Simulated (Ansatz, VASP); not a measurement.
**One calculation of SnO2, two programs**

```xyz
6
Lattice="3.2116 0.0000 0.0000 -1.6058 2.7813 0.0000 0.0000 0.0000 9.9549" Properties=species:S:1:pos:R:3 pbc="T T T"
Sn    0.0000    0.0000    4.9775
Sn    0.0000    0.0000    0.0000
O     1.6058    0.9271    4.0005
O     1.6058    0.9271    0.9769
O     0.0000    1.8542    5.9544
O     0.0000    1.8542    8.9780
```

Change from the starting cell: strain -0.0375 x Voigt [0, 0, 1, 0, 0, 0], atoms carried along.

Alike in both runs: task single point; functional PBE; dispersion D3(BJ); k mesh 12 × 12 × 4; occupations gaussian, width 0.05 eV; no spin polarisation.

|  | VASP | Ansatz |
| --- | --- | --- |
| version | VASP 6.6.1 | Ansatz 0.2.0 |
| potentials or method | VASP PAW PBE potentials, release 64 (Sn_d, O), cutoff 520 eV | scalar-relativistic, plane waves, PAW |
| valence electrons in the cell | 52 | 52 |

```csv
,VASP,Ansatz,Ansatz less VASP
gap on the k mesh at the Fermi level (eV),1.99,2.01,+0.023
least direct gap on the mesh (eV),2.42,2.44,+0.014
pressure (GPa),3.9,3.3,-0.58
"traceless stress, the component that is largest in VASP (GPa)",0.62,1.01,+0.385
rms of the force components (eV/Å),0.253,0.229,-0.0241
```

Atom by atom the forces differ by 0.024 eV/Å (rms over components).
